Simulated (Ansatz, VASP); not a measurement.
# Two plane-wave programs on Ge

The input INCAR:

```
SYSTEM = Ge
ALGO = Normal
EDIFF = 1E-6
ENCUT = 520
GGA = PS
ISIF = 2
ISMEAR = 0
LASPH = .True.
LCHARG = .True.
LELF = .True.
LREAL = .False.
LVHAR = .True.
LWAVE = .False.
NBANDS = 21
NELM = 80
PREC = Accurate
SIGMA = 0.1
```

KPOINTS

```
k-points
0
Gamma
  6 6 6
  0 0 0
```

Contents of POSCAR:

```
Ge
1.0
    0.0000000000      2.8289100000      2.8289100000
    2.8289100000      0.0000000000      2.8289100000
    2.8289100000      2.8289100000      0.0000000000
Ge
2
Direct
    0.0000000000      0.0000000000      0.0000000000
    0.2500000000      0.2500000000      0.2500000000
```

Input for Ansatz:

```yaml
crystal:
  lattice:
    - [0.0, 2.82891, 2.82891]
    - [2.82891, 0.0, 2.82891]
    - [2.82891, 2.82891, 0.0]
  atoms:
    - { symbol: Ge, position: [0.0, 0.0, 0.0] }
    - { symbol: Ge, position: [0.25, 0.25, 0.25] }
basis:
  ecutwfc: 420
kpoints:
  mp_grid: { grid: [6, 6, 6] }
hamiltonian:
  xc: pbesol
scf:
  occupations: { method: gaussian, width: 0.1 }
output:
  forces: true
  stress: true
  eigenvalues: true
```

Alike in both runs: task single point; functional PBEsol; k mesh 6 × 6 × 6; occupations gaussian, width 0.1 eV; no spin polarisation.

|  | VASP | Ansatz |
| --- | --- | --- |
| version | VASP 6.6.1 | Ansatz 0.2.0 |
| potentials or method | VASP PAW PBE potentials, release 64 (Ge_d), cutoff 520 eV | scalar-relativistic, plane waves, PAW |
| valence electrons in the cell | 28 | 28 |

Ansatz gave:

| Item | Value |
| --- | --- |
| gap on the k mesh at the Fermi level (eV) | none |
| pressure (GPa) | 0.7 |

Task: What did VASP give for the same quantities?

Result: gap on the k mesh at the Fermi level (eV): none; pressure (GPa): 0.6.

VASP's potentials were made for PBE, not for PBEsol. A gap of «none» marks a metal or a gap that the smearing closes. The functional is the same, so the differences come from potentials, cutoffs and numerics.
